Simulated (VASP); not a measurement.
# NiO (Fm-3m) in VASP: single point with PBE

Aim: the single point of NiO with PBE.

All numbers are computed with VASP 6.6.1; they aren't measurements. Logs are shortened: lines on timing, memory, paths and dates and some standing lists are left out, and cuts for length are marked.

**The experiment to reproduce.**

From “Local correlations, non-local screening, multiplets, and band formation in NiO”, 2012, arxiv:1210.6675, for a bulk crystal of NiO: band gap 4.3 eV.

How close the calculation comes is told below.

### 1 The cell of the first run

Symmetry: Fm-3m, No. 225, cubic system. The conventional cell has a = 4.216 Å, b = 4.216 Å, c = 4.216 Å, α = 90.00°, β = 90.00°, γ = 90.00°. Ni (site symmetry m-3m) has 6 O at 2.11 Å within 2.8 Å. Within 2.8 Å of O (site symmetry m-3m) lie 6 Ni at 2.11 Å.

### 2 Single point, PBE, collinear spin, ferromagnetic start

INCAR reads:

```
  PREC = Accurate
  ENCUT = 520
  EDIFF = 1E-6
  ISMEAR = 0
  SIGMA = 0.1
  LREAL = False
  LASPH = True
  NELM = 150
  ALGO = Normal
  ISIF = 2
  LWAVE = False
  LCHARG = False
  ISPIN = 2
  MAGMOM = 1.61 0.33
  LORBIT = 11
  LMAXMIX = 4
  GGA = PE
  NBANDS = 19
```

KPOINTS reads:

```
Automatic mesh
0
Gamma
  18 18 18
```

POSCAR reads:

```
NiO
1.0
    0.0000000000      2.1081760841      2.1081760841
    2.1081760841      0.0000000000      2.1081760841
    2.1081760841      2.1081760841      0.0000000000
Ni O
1 1
Direct
    0.0000000000      0.0000000000      0.0000000000
    0.5000000000      0.5000000000      0.5000000000
```

Potentials or basis: VASP PAW PBE potentials, release 64 (Ni, O).

The run is started by

```
cat potpaw_PBE.64/Ni/POTCAR potpaw_PBE.64/O/POTCAR > POTCAR
mpirun -np 1 vasp_std > vasp.out
```

OUTCAR:

```text
PREC = Accurate
   ENCUT = 520
   EDIFF = 1E-6
   ISMEAR = 0
   LREAL = False
   LASPH = True
   NELM = 150
   ISIF = 2
   ISPIN = 2
   LORBIT = 11
   GGA = PE

 ion  position               nearest neighbor table
   1  0.000  0.000  0.000-   2 2.11   2 2.11   2 2.11   2 2.11   2 2.11   2 2.11
   2  0.500  0.500  0.500-   1 2.11   1 2.11   1 2.11   1 2.11   1 2.11   1 2.11

  LATTYP: Found a face centered cubic cell.
 ALAT       =     4.2163521682

  Lattice vectors:

 A1 = (   0.0000000000,   2.1081760841,   2.1081760841)
 A2 = (   2.1081760841,   0.0000000000,   2.1081760841)
 A3 = (   2.1081760841,   2.1081760841,   0.0000000000)

Analysis of symmetry for initial positions (statically):
=====================================================================
 Subroutine PRICEL returns:
 Original cell was already a primitive cell.

 Routine SETGRP: Setting up the symmetry group for a
 face centered cubic supercell.

 Subroutine GETGRP returns: Found 48 space group operations
 (whereof 48 operations were pure point group operations)
 out of a pool of 48 trial point group operations.

The static configuration has the point symmetry O_h .

Analysis of symmetry for dynamics (positions and initial velocities):
=====================================================================
 Subroutine PRICEL returns:
 Original cell was already a primitive cell.

 Routine SETGRP: Setting up the symmetry group for a
 face centered cubic supercell.

 Subroutine GETGRP returns: Found 48 space group operations
 (whereof 48 operations were pure point group operations)
 out of a pool of 48 trial point group operations.

The dynamic configuration has the point symmetry O_h .

Analysis of structural, dynamic, and magnetic symmetry:
=====================================================================
 Subroutine PRICEL returns:
 Original cell was already a primitive cell.

 Routine SETGRP: Setting up the symmetry group for a
 face centered cubic supercell.

 Subroutine GETGRP returns: Found 48 space group operations
 (whereof 48 operations were pure point group operations)
 out of a pool of 48 trial point group operations.

The overall configuration has the point symmetry O_h .

 Subroutine INISYM returns: Found 48 space group operations
 (whereof 48 operations are pure point group operations),
 and found     1 'primitive' translations

----------------------------------------------------------------------------------------

                                     Primitive cell

  volume of cell :      18.7392

  direct lattice vectors                    reciprocal lattice vectors
     0.000000000  2.108176084  2.108176084    -0.237171840  0.237171840  0.237171840
     2.108176084  0.000000000  2.108176084     0.237171840 -0.237171840  0.237171840
     2.108176084  2.108176084  0.000000000     0.237171840  0.237171840 -0.237171840

  length of vectors
     2.981411210  2.981411210  2.981411210     0.410793676  0.410793676  0.410793676

  position of ions in fractional coordinates (direct lattice)
     0.000000000  0.000000000  0.000000000
     0.500000000  0.500000000  0.500000000

  ion indices of the primitive-cell ions
   primitive index   ion index
                 1           1
                 2           2

----------------------------------------------------------------------------------------

 KPOINTS: Automatic mesh

Automatic generation of k-mesh.
 Grid dimensions read from file:
 generate k-points for:   18   18   18

 Generating k-lattice:

  Cartesian coordinates                     Fractional coordinates (reciprocal lattice)
    -0.013176213  0.013176213  0.013176213     0.055555556  0.000000000  0.000000000
     0.013176213 -0.013176213  0.013176213     0.000000000  0.055555556  0.000000000
     0.013176213  0.013176213 -0.013176213     0.000000000  0.000000000  0.055555556

  Length of vectors
     0.022821871  0.022821871  0.022821871

  Shift w.r.t. Gamma in fractional coordinates (k-lattice)
     0.000000000  0.000000000  0.000000000

 Subroutine IBZKPT returns following result:
 ===========================================

 Found    195 irreducible k-points:

 Following reciprocal coordinates:
            Coordinates               Weight
  0.000000  0.000000  0.000000      1.000000
  0.055556  0.000000  0.000000      8.000000
  0.111111  0.000000  0.000000      8.000000
  0.166667  0.000000  0.000000      8.000000
  0.222222  0.000000  0.000000      8.000000
  0.277778  0.000000  0.000000      8.000000
[... 16 lines left out ...]
 -0.277778  0.055556  0.000000     24.000000
 -0.222222  0.055556  0.000000     24.000000
 [... further k-points ...]
   k-points           NKPTS =    195   k-points in BZ     NKDIM =    195   number of bands    NBANDS=     19
   number of dos      NEDOS =    301   number of ions     NIONS =      2
   total plane-waves  NPLWV =  13824
   dimension x,y,z NGX =    24 NGY =   24 NGZ =   24
   dimension x,y,z NGXF=    48 NGYF=   48 NGZF=   48
   ions per type =               1   1
   NGX,Y,Z   is equivalent  to a cutoff of  13.38, 13.38, 13.38 a.u.
   NGXF,Y,Z  is equivalent  to a cutoff of  26.77, 26.77, 26.77 a.u.
 SYSTEM =  unknown system
   PREC   = accura    normal or accurate (medium, high low for compatibility)
   ISTART =      0    job   : 0-new  1-cont  2-samecut
   ICHARG =      2    charge: 1-file 2-atom 10-const
   ISPIN  =      2    spin polarized calculation?
   LNONCOLLINEAR =      F non collinear calculations
   LSORBIT =      F    spin-orbit coupling
   LASPH  =      T    aspherical Exc in radial PAW
   ENCUT  =  520.0 eV  38.22 Ry    6.18 a.u.   5.54  5.54  5.54*2*pi/ulx,y,z
   NELM   =    150;   NELMIN=  2; NELMDL= -5     # of ELM steps
   EDIFF  = 0.1E-05   stopping-criterion for ELM
   LREAL  =      F    real-space projection
[... 7 lines left out ...]
   TEBEG  =    0.0;   TEEND  =   0.0 temperature during run
   PSTRESS=    0.0 pullay stress
   NELECT =      16.0000    total number of electrons
   NUPDOWN=      -1.0000    fix difference up-down
   EMIN   =  10.00;   EMAX   =-10.00  energy-range for DOS
   EFERMI =   0.00;   METHOD = LEGACY
   ISMEAR =     0;   SIGMA  =   0.10  broadening in eV -4-tet -1-fermi 0-gaus
   EFERMI_NEDOS =   21; number of points for ismear=-14 and -15
   IALGO  =     38    algorithm
   IMIX   =      4    mixing-type and parameters
     AMIX     =   0.40;   BMIX     =  1.00
     AMIX_MAG =   1.60;   BMIX_MAG =  1.00
  volume/ion in A,a.u.               =       9.37        63.23
  Fermi-wavevector in a.u.,A,eV,Ry     =   1.553095  2.934923 32.818657  2.412103
  Thomas-Fermi vector in A             =   2.657375
   LORBIT       =     11    0 simple, 1 ext, 2 COOP (PROOUT), +10 PAW based schemes
   GGA     = PE    functional components
   LHFCALC =     F    Hartree Fock is set to
   AEXX    =    0.0000 exact exchange contribution
   IVDW    =     0    specifies the selected vdW correction
   LEPSILON=     F    determine dielectric tensor
   LRPA    =     F    only Hartree local field effects (RPA)
 spin polarized calculation
 Gauss-broadening in eV      SIGMA  =   0.10
  energy-cutoff  :      520.00
  volume of cell :       18.74
 maximum number of plane-waves:       531
 NGX is ok and might be reduce to    24
   NGX = 11   NGY = 11   NGZ = 11

 number of electron      16.0000014 magnetization       1.7682740

 Free energy of the ion-electron system (eV)
  ---------------------------------------------------
  ext. energy  EPLUGINS =         0.00000000
  ---------------------------------------------------
  free energy    TOTEN  =       -11.48190311 eV

  energy without entropy =      -11.47592687  energy(sigma->0) =      -11.47891499

 E-fermi :   7.4811     XC(G=0): -12.5136

 val. band max:        7.4809025848   @ k =  -0.2222   0.2778   0.0556
 cond. band min:       7.4850607860   @ k =  -0.3889   0.1667   0.0556
 fundamental gap:      0.0041582012
 Fermi energy:         7.4811473258

 spin component 1

 k-point     1 :       0.0000    0.0000    0.0000
  band No.  band energies     occupation
      1     -12.6127      1.00000
      2       4.3770      1.00000
      3       4.3771      1.00000
      4       4.6118      1.00000
      5       4.6118      1.00000
      6       4.6118      1.00000
[... 11 lines left out ...]
     18      33.0491      0.00000
     19      33.0492      0.00000

 k-point     2 :       0.0556    0.0000    0.0000
  band No.  band energies     occupation
      1     -12.5791      1.00000
      2       3.9962      1.00000
      3       3.9962      1.00000
      4       4.2145      1.00000
      5       4.8184      1.00000
      6       4.8185      1.00000
[... 11 lines left out ...]
     18      33.5995      0.00000
     19      33.5995      0.00000

 k-point     3 :       0.1111    0.0000    0.0000
  band No.  band energies     occupation
      1     -12.4809      1.00000
      2       3.5165      1.00000
      3       3.5308      1.00000
      4       3.5309      1.00000
      5       4.8985      1.00000
      6       4.8985      1.00000
[... 11 lines left out ...]
     18      34.8281      0.00000
     19      34.8281      0.00000

 k-point     4 :       0.1667    0.0000    0.0000
  band No.  band energies     occupation
      1     -12.3260      1.00000
      2       2.7145      1.00000
      3       3.0957      1.00000
      4       3.0957      1.00000
      5       4.9926      1.00000
      6       4.9926      1.00000
[... 407 lines left out ...]
     18      37.2992      0.00000
     19      38.1601      0.00000

 k-point    23 :      -0.2778    0.0556    0.0000
  band No.  band energies     occupation
      1     -11.8116      1.00000
      2       0.8884      1.00000
      3       2.1837      1.00000
      4       2.4004      1.00000
      5       5.2403      1.00000
      6       5.2559      1.00000
[... 11 lines left out ...]
     18      37.5442      0.00000
     19      38.5303      0.00000

 k-point    24 :      -0.2222    0.0556    0.0000
  band No.  band energies     occupation
      1     -12.0333      1.00000
      2       1.5663      1.00000
      3       2.4592      1.00000
      4       2.7682      1.00000
      5       5.0966      1.00000
      6       5.1424      1.00000
[... 11 lines left out ...]
     18      37.2158      0.00000
     19      38.2684      0.00000

 [... further k-points ...]

 spin component 2

 k-point     1 :       0.0000    0.0000    0.0000
  band No.  band energies     occupation
      1     -12.1693      1.00000
      2       5.1218      1.00000
      3       5.1218      1.00000
      4       5.1218      1.00000
      5       5.7067      1.00000
      6       5.7069      1.00000
[... 11 lines left out ...]
     18      33.6456      0.00000
     19      33.6458      0.00000

 k-point     2 :       0.0556    0.0000    0.0000
  band No.  band energies     occupation
      1     -12.1347      1.00000
      2       4.7527      1.00000
      3       4.9510      1.00000
      4       4.9510      1.00000
      5       5.7652      1.00000
      6       5.7653      1.00000
[... 11 lines left out ...]
     18      34.1882      0.00000
     19      34.1884      0.00000

 k-point     3 :       0.1111    0.0000    0.0000
  band No.  band energies     occupation
      1     -12.0335      1.00000
      2       4.0270      1.00000
      3       4.5967      1.00000
      4       4.5968      1.00000
      5       5.8657      1.00000
      6       5.8659      1.00000
[... 11 lines left out ...]
     18      35.4110      0.00000
     19      35.4112      0.00000

 k-point     4 :       0.1667    0.0000    0.0000
  band No.  band energies     occupation
      1     -11.8737      1.00000
      2       3.1922      1.00000
      3       4.2049      1.00000
      4       4.2050      1.00000
      5       5.9788      1.00000
      6       5.9790      1.00000
[... 407 lines left out ...]
     18      37.6736      0.00000
     19      38.6221      0.00000

 k-point    23 :      -0.2778    0.0556    0.0000
  band No.  band energies     occupation
      1     -11.3408      1.00000
      2       1.3242      1.00000
      3       3.3549      1.00000
      4       3.4150      1.00000
      5       6.1934      1.00000
      6       6.3596      1.00000
[... 11 lines left out ...]
     18      37.9949      0.00000
     19      39.0688      0.00000

 k-point    24 :      -0.2222    0.0556    0.0000
  band No.  band energies     occupation
      1     -11.5708      1.00000
      2       2.0454      1.00000
      3       3.6438      1.00000
      4       3.7281      1.00000
      5       6.0534      1.00000
      6       6.2603      1.00000
[... 11 lines left out ...]
     18      37.7451      0.00000
     19      38.8665      0.00000

 [... further k-points ...]

------------------------ aborting loop because EDIFF is reached ----------------------------------------

  FORCE on cell =-STRESS in cart. coord.  units (eV):
  Direction    XX          YY          ZZ          XY          YZ          ZX
  --------------------------------------------------------------------------------------
  -------------------------------------------------------------------------------------
  Total       -0.0668711     -0.0668711     -0.0668711     -0.0000000     -0.0000000      0.0000000
  in kB       -5.7173979     -5.7173979     -5.7173979     -0.0000000     -0.0000000      0.0000000
  external PRESSURE =      -5.7173979 kB  Pullay stress =       0.0000000 kB

 VOLUME and BASIS-vectors are now :
 -----------------------------------------------------------------------------
  energy-cutoff  :      520.00
  volume of cell :       18.74
      direct lattice vectors                 reciprocal lattice vectors
     0.000000000  2.108176084  2.108176084    -0.237171840  0.237171840  0.237171840
     2.108176084  0.000000000  2.108176084     0.237171840 -0.237171840  0.237171840
     2.108176084  2.108176084  0.000000000     0.237171840  0.237171840 -0.237171840

 POSITION                                       TOTAL-FORCE (eV/Angst)
 -----------------------------------------------------------------------------------
      0.00000      0.00000      0.00000        -0.000000      0.000000      0.000000
      2.10818      2.10818      2.10818         0.000000      0.000000      0.000000
 -----------------------------------------------------------------------------------
    total drift:                                0.000000     -0.000000     -0.000000

  FREE ENERGIE OF THE ION-ELECTRON SYSTEM (eV)
  ---------------------------------------------------
  free  energy   TOTEN  =       -11.4819031117 eV

  energy  without entropy=      -11.4759268701  energy(sigma->0) =      -11.47891499

 total charge

# of ion       s       p       d       tot
------------------------------------------
    1        0.323   0.383   8.227   8.934
    2        1.557   3.409   0.000   4.966
--------------------------------------------------
tot          1.880   3.793   8.227  13.900

 magnetization (x)

# of ion       s       p       d       tot
------------------------------------------
    1        0.011   0.015   1.428   1.454
    2        0.027   0.243   0.000   0.270
--------------------------------------------------
tot          0.038   0.258   1.428   1.724
```

Wall time 48 s (1 thread of Intel Xeon 6975P-C (Granite Rapids), shared host); peak memory 0.23 GiB.

What came out:

```yaml
Free_energy: -11.4819 eV
Pressure: -0.6 GPa
Net_moment: 1.77 μB per cell
Site_moments: Ni +1.45; O +0.27 μB
Valence_electrons_inside_the_program's_atomic_spheres: Ni 8.93; O 4.97
```

Caveat: a cell with one magnetic atom can't hold antiferromagnetic order, which such compounds often take; semilocal functionals often make such compounds metallic where correlation or magnetic order opens a gap, which also shifts bond lengths.

### 3 How close it comes

Step 2. A measured gap of NiO is 4.3 eV (quoted in “Local correlations, non-local screening, multiplets, and band formation in NiO”, 2012, arxiv:1210.6675); the calculated 0.00 eV misses it by -4.30 eV. So large a miss can be the level of theory's own, or it may mean another phase, state or a wrong row. The value is that of PBE on a finite k mesh, which can miss the band edges, without temperature or zero-point motion. Semilocal functionals fall short of measured gaps as a rule. The run's magnetic order (collinear spin, ferromagnetic start) needn't be the measured crystal's.
